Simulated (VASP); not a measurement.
Set up this calculation in VASP 6.6.1, as the native input.

- Task: single point
- Functional: PBE
- Potentials or basis: VASP PAW PBE potentials, release 64 (Al, Ag)
- Cutoff: 520 eV
- k mesh: 10 × 10 × 10
- Occupations: gaussian, width 0.1 eV
- Spin: no spin polarisation
- Dipole correction: no
- Further INCAR settings: ALGO = Normal; EDIFF = 1e-07; NBANDS = 20

The structure of Al4Ag lies in POSCAR:

```
Al4Ag
1.0
   -2.9673164730      2.9673164730      2.9673164730
    2.9673164730     -2.9673164730      2.9673164730
    2.9673164730      2.9673164730     -2.9673164730
Al Ag
4 1
Direct
    0.0000000000      0.0000000000      0.5000000000
    0.5000000000      0.0000000000      0.0000000000
    0.5000000000      0.5000000000      0.5000000000
    0.0000000000      0.5000000000      0.0000000000
    0.0000000000      0.0000000000      0.0000000000
```

These files were run (other wordings do the same):

INCAR

```
SYSTEM = Al4Ag
PREC = Accurate ; ENCUT = 520
EDIFF = 1E-7 ; ISMEAR = 0
SIGMA = 0.1 ; LREAL = .False.
LASPH = .True. ; NELM = 100
ALGO = Normal ; ISIF = 2
LWAVE = .False. ; LCHARG = .True.
GGA = PE ; LELF = .True.
LVHAR = .True. ; NBANDS = 20
```

KPOINTS

```
regular mesh
0
Gamma
  10 10 10
  0 0 0
```

Potentials or basis: VASP PAW PBE potentials, release 64 (Al, Ag).

The run is started by

```console
$ cat potpaw_PBE.64/Al/POTCAR potpaw_PBE.64/Ag/POTCAR > POTCAR
$ mpirun -np 1 vasp_std > vasp.out
```

Results of the run:

* Pressure: -0.1 GPa

Wall time 40 s on 1 thread of Intel(R) Xeon(R) 6975P-C (Granite Rapids), with other jobs on the host, peak memory 0.29 GiB.
